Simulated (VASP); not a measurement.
# Si (P6_3/mmc) in VASP: single point with HSE06

Aim: the single point of Si with HSE06.

All numbers are computed with VASP 6.6.1; they aren't measurements. Logs are shortened: lines on timing, memory, paths and dates and some standing lists are left out, and cuts for length are marked.

### 1 The cell of the first run

It takes space group P6_3/mmc (No. 194, hexagonal). The conventional cell has a = 3.909 Å, b = 3.909 Å, c = 6.305 Å, α = 90.00°, β = 90.00°, γ = 120.00°. Si (site symmetry 3m) has 4 Si at 2.38 to 2.39 Å within 3.1 Å.

This isn't the form of Si at room conditions, which is diamond.

### 2 Single point, HSE06 (epitaxial xy strain +2.0%)

Contents of POSCAR:

```
Si
1.0
    3.9087721501      0.0000000000      0.0000000000
   -1.9543860751      3.3850959796      0.0000000000
    0.0000000000      0.0000000000      6.3047805594
Si
4
Direct
    0.3333333333      0.6666666667     -0.0009744172
    0.6666666667      0.3333333333      0.4990255828
    0.3333333333      0.6666666667      0.3759744172
    0.6666666667      0.3333333333      0.8759744172
```

Contents of INCAR.step1:

```
SYSTEM = Si
ALGO = Normal ; EDIFF = 1E-5
ENCUT = 520 ; GGA = PE
ISIF = 2 ; ISMEAR = 0
LASPH = .True. ; LREAL = .False.
LWAVE = .True. ; NBANDS = 16
NELM = 80 ; PREC = Accurate
SIGMA = 0.01
```

Contents of INCAR.step2:

```
SYSTEM = Si
ALGO = Normal ; EDIFF = 1E-6
ENCUT = 520 ; GGA = PE
HFSCREEN = 0.2079 ; ISIF = 2
ISMEAR = 0 ; ISTART = 1
LASPH = .True. ; LCHARG = .True.
LELF = .True. ; LHFCALC = .True.
LREAL = .False. ; LVHAR = .True.
LWAVE = .False. ; NBANDS = 16
NELM = 80 ; PREC = Accurate
PRECFOCK = Normal ; SIGMA = 0.01
```

Contents of KPOINTS:

```
k-points
0
Gamma
  6 6 4
  0 0 0
```

Potentials or basis: VASP PAW PBE potentials, release 64 (Si).

On the command line:

```
> cat potpaw_PBE.64/Si/POTCAR > POTCAR
> cp INCAR.step1 INCAR
> mpirun -np 1 vasp_std > vasp.out
> cp INCAR.step2 INCAR
> mpirun -np 1 vasp_std > vasp.out
```

OUTCAR:

```text
SYSTEM = Si
   EDIFF = 1E-6
   ENCUT = 520
   GGA = PE
   HFSCREEN = 0.2079
   ISIF = 2
   ISMEAR = 0
   ISTART = 1
   LASPH = .True.
   LHFCALC = .True.
   LREAL = .False.
   NELM = 80
   PREC = Accurate
   PRECFOCK = Normal

 ion  position               nearest neighbor table
   1  0.333  0.667  0.999-   3 2.38   4 2.39   4 2.39   4 2.39
   2  0.667  0.333  0.499-   4 2.38   3 2.39   3 2.39   3 2.39
   3  0.333  0.667  0.376-   1 2.38   2 2.39   2 2.39   2 2.39
   4  0.667  0.333  0.876-   2 2.38   1 2.39   1 2.39   1 2.39

  LATTYP: Found a hexagonal cell.
 ALAT       =     3.9087721501
 C/A-ratio  =     1.6129823682

  Lattice vectors:

 A1 = (   3.9087721501,   0.0000000000,   0.0000000000)
 A2 = (  -1.9543860751,   3.3850959796,   0.0000000000)
 A3 = (   0.0000000000,   0.0000000000,   6.3047805594)

Analysis of symmetry for initial positions (statically):
=====================================================================
 Subroutine PRICEL returns:
 Original cell was already a primitive cell.

 Routine SETGRP: Setting up the symmetry group for a
 hexagonal supercell.

 Subroutine GETGRP returns: Found 24 space group operations
 (whereof  6 operations were pure point group operations)
 out of a pool of 24 trial point group operations.

The static configuration has the point symmetry C_3v.
 The point group associated with its full space group is D_6h.

Analysis of symmetry for dynamics (positions and initial velocities):
=====================================================================
 Subroutine PRICEL returns:
 Original cell was already a primitive cell.

 Routine SETGRP: Setting up the symmetry group for a
 hexagonal supercell.

 Subroutine GETGRP returns: Found 24 space group operations
 (whereof  6 operations were pure point group operations)
 out of a pool of 24 trial point group operations.

The dynamic configuration has the point symmetry C_3v.
 The point group associated with its full space group is D_6h.

 Subroutine INISYM returns: Found 24 space group operations
 (whereof  6 operations are pure point group operations),
 and found     1 'primitive' translations

----------------------------------------------------------------------------------------

                                     Primitive cell

[... 98 lines left out ...]
   POTIM  = 0.5000    time-step for ionic-motion
   TEBEG  =    0.0;   TEEND  =   0.0 temperature during run
   PSTRESS=    0.0 pullay stress
   NELECT =      16.0000    total number of electrons
   NUPDOWN=      -1.0000    fix difference up-down
   EMIN   =  10.00;   EMAX   =-10.00  energy-range for DOS
   EFERMI =   0.00;   METHOD = LEGACY
   ISMEAR =     0;   SIGMA  =   0.01  broadening in eV -4-tet -1-fermi 0-gaus
   EFERMI_NEDOS =   21; number of points for ismear=-14 and -15
   IALGO  =     38    algorithm
   IMIX   =      1    mixing-type and parameters
     AMIX     =   0.40;   BMIX     =  1.00
     AMIX_MAG =   1.60;   BMIX_MAG =  1.00
  volume/ion in A,a.u.               =      20.86       140.74
  Fermi-wavevector in a.u.,A,eV,Ry     =   0.944107  1.784103 12.127381  0.891337
  Thomas-Fermi vector in A             =   2.071879
   LORBIT       =      0    0 simple, 1 ext, 2 COOP (PROOUT), +10 PAW based schemes
   GGA     = PE    functional components
   LHFCALC =     T    Hartree Fock is set to
   PRECFOCK=normal    Normal, Fast or Accurate (Low or Medium for compatibility)
   ENCUT4O =  -1.0   cutoff for four orbital integrals eV
   NKREDX  =     1    reduce k-point grid by
   NKREDY  =     1    reduce k-point grid by
   NKREDZ  =     1    reduce k-point grid by
   AEXX    =    0.2500 exact exchange contribution
   HFSCREEN=    0.2079 screening length (either q_TF or 0.3 A-1)
   HFSCREENC=   0.2079 screening length for correlation (either q_TF or 0.3 A-1)
   ENCUTFOCK=  -1.0 apply spherical cutoff to Coloumb kernel
   IVDW    =     0    specifies the selected vdW correction
   LEPSILON=     F    determine dielectric tensor
   LRPA    =     F    only Hartree local field effects (RPA)
 non-spin polarized calculation
 Gauss-broadening in eV      SIGMA  =   0.01
  energy-cutoff  :      520.00
  volume of cell :       83.42
 maximum number of plane-waves:      2297
 NGX is ok and might be reduce to    30
  NGX = 24; NGY = 24; NGZ = 36

 number of electron      16.0000000 magnetization

 Free energy of the ion-electron system (eV)
  ---------------------------------------------------
  ext. energy  EPLUGINS =         0.00000000
  ---------------------------------------------------
  free energy    TOTEN  =       -24.98241959 eV

  energy without entropy =      -24.98241959  energy(sigma->0) =      -24.98241959

 E-fermi :   5.3630     XC(G=0):  -7.7165

 val. band max:        5.2919537715   @ k =   0.0000   0.0000   0.0000
 cond. band min:       6.2557833625   @ k =   0.5000   0.0000   0.0000
 fundamental gap:      0.9638295910
 Fermi energy:         5.3629912557

 k-point     1 :       0.0000    0.0000    0.0000
  band No.  band energies     occupation
      1      -7.9359      2.00000
      2      -5.3489      2.00000
      3      -2.4202      2.00000
      4       3.5770      2.00000
      5       3.5770      2.00000
      6       5.1144      2.00000
[... 376 lines left out ...]
      3      -2.7509      2.00000
      4      -2.7509      2.00000
      5       0.6600      2.00000
      6       0.6600      2.00000
[... 8 lines left out ...]
     15      12.3897      0.00000
     16      12.3897      0.00000

------------------------ aborting loop because EDIFF is reached ----------------------------------------

  FORCE on cell =-STRESS in cart. coord.  units (eV):
  Direction    XX          YY          ZZ          XY          YZ          ZX
  --------------------------------------------------------------------------------------
  -------------------------------------------------------------------------------------
  Total       -2.5491410     -2.5491410     -0.4165737      0.0000000      0.0000000      0.0000000
  in kB      -48.9579382    -48.9579382     -8.0005736      0.0000000      0.0000000      0.0000000
  external PRESSURE =     -35.3054834 kB  Pullay stress =       0.0000000 kB

 VOLUME and BASIS-vectors are now :
 -----------------------------------------------------------------------------
  energy-cutoff  :      520.00
  volume of cell :       83.42
      direct lattice vectors                 reciprocal lattice vectors
     3.908772150  0.000000000  0.000000000     0.255834815  0.147706299  0.000000000
    -1.954386075  3.385095980  0.000000000     0.000000000  0.295412599  0.000000000
     0.000000000  0.000000000  6.304780559     0.000000000  0.000000000  0.158609803

 POSITION                                       TOTAL-FORCE (eV/Angst)
 -----------------------------------------------------------------------------------
     -0.00000      2.25673      6.29864        -0.000000     -0.000000     -0.019619
      1.95439      1.12837      3.14625        -0.000000      0.000000     -0.019619
     -0.00000      2.25673      2.37044         0.000000     -0.000000      0.019619
      1.95439      1.12837      5.52283         0.000000      0.000000      0.019619
 -----------------------------------------------------------------------------------
    total drift:                                0.000000     -0.000000      0.000000

  FREE ENERGIE OF THE ION-ELECTRON SYSTEM (eV)
  ---------------------------------------------------
  free  energy   TOTEN  =       -24.9824195860 eV

  energy  without entropy=      -24.9824195860  energy(sigma->0) =      -24.98241959
```

OUTCAR.step1:

```text
SYSTEM = Si
   EDIFF = 1E-5
   ENCUT = 520
   GGA = PE
   ISIF = 2
   ISMEAR = 0
[... 625 lines left out ...]
     -0.00000      2.25673      6.29864        -0.000000      0.000000     -0.025087
      1.95439      1.12837      3.14625         0.000000     -0.000000     -0.025087
     -0.00000      2.25673      2.37044        -0.000000      0.000000      0.025087
      1.95439      1.12837      5.52283         0.000000     -0.000000      0.025087
 -----------------------------------------------------------------------------------
    total drift:                               -0.000000      0.000000     -0.000000

  FREE ENERGIE OF THE ION-ELECTRON SYSTEM (eV)
  ---------------------------------------------------
  free  energy   TOTEN  =       -21.6064995122 eV

  energy  without entropy=      -21.6064995122  energy(sigma->0) =      -21.60649951
```

OSZICAR.step1:

```text
N       E                     dE             d eps       ncg     rms          rms(c)
DAV:   1     0.268842497211E+02    0.26884E+02   -0.58785E+03   672   0.817E+02
DAV:   2    -0.200598394380E+02   -0.46944E+02   -0.42862E+02   896   0.123E+02
DAV:   3    -0.219091072384E+02   -0.18493E+01   -0.18359E+01   904   0.230E+01
DAV:   4    -0.219309083894E+02   -0.21801E-01   -0.21781E-01   840   0.317E+00
DAV:   5    -0.219313335302E+02   -0.42514E-03   -0.42512E-03   904   0.413E-01    0.656E+00
DAV:   6    -0.217089870708E+02    0.22235E+00   -0.87157E-02   768   0.139E+00    0.399E+00
DAV:   7    -0.216030986596E+02    0.10589E+00   -0.19006E-01   808   0.215E+00    0.220E-01
DAV:   8    -0.216057998112E+02   -0.27012E-02   -0.13411E-02   824   0.571E-01    0.105E-01
DAV:   9    -0.216063754415E+02   -0.57563E-03   -0.69850E-04   912   0.149E-01    0.792E-02
DAV:  10    -0.216064977767E+02   -0.12234E-03   -0.14139E-04   800   0.589E-02    0.108E-02
DAV:  11    -0.216064995122E+02   -0.17355E-05   -0.31172E-06   664   0.107E-02
   1 F= -.21606500E+02 E0= -.21606500E+02  d E =-.161183E-42
```

Wall time 37 min (1 thread of Oxide Virtual Turin-like, shared host); peak memory 0.29 GiB.

Results:

```yaml
Free_energy: -24.9824 eV
Pressure: -3.5 GPa
Largest_force: 0.020 eV/Å
Band_gap_on_the_k_mesh: 0.96 eV (least direct gap 1.33 eV)
```

Forces on the atoms (eV/Å):
```
Si   0.000  0.000 -0.020
Si   0.000  0.000 -0.020
Si   0.000  0.000  0.020
Si   0.000  0.000  0.020
```

Stress tensor (GPa, compression positive):
```
-4.90  0.00  0.00
 0.00 -4.90  0.00
 0.00  0.00 -0.80
```

Levels at points of the mesh, in eV from the valence-band top:
```
           k point  band 4  band 5  band 6  band 7  band 8  band 9  band 10  band 11  band 12  band 13
(0.00, 0.00, 0.00)   -1.71   -1.71   -0.18    0.00    0.00    1.33     2.66     2.66     3.48     3.96
(0.50, 0.00, 0.00)   -6.37   -4.88   -3.30   -3.01   -1.48    0.96     3.08     3.87     3.91     5.61
(0.00, 0.00, 0.50)   -4.33   -1.04   -1.04   -1.04   -1.04    2.22     2.22     3.72     3.72     3.72
(0.50, 0.00, 0.50)   -7.83   -2.58   -2.58   -2.42   -2.42    1.58     1.58     2.47     2.47     6.64
```

Caveat: the cell differs from its parent crystal (epitaxial xy strain +2.0%); the cell stands under tension; the PAW data sets were made with another functional, which shifts forces and pressure a little. A k mesh can miss the band edges.
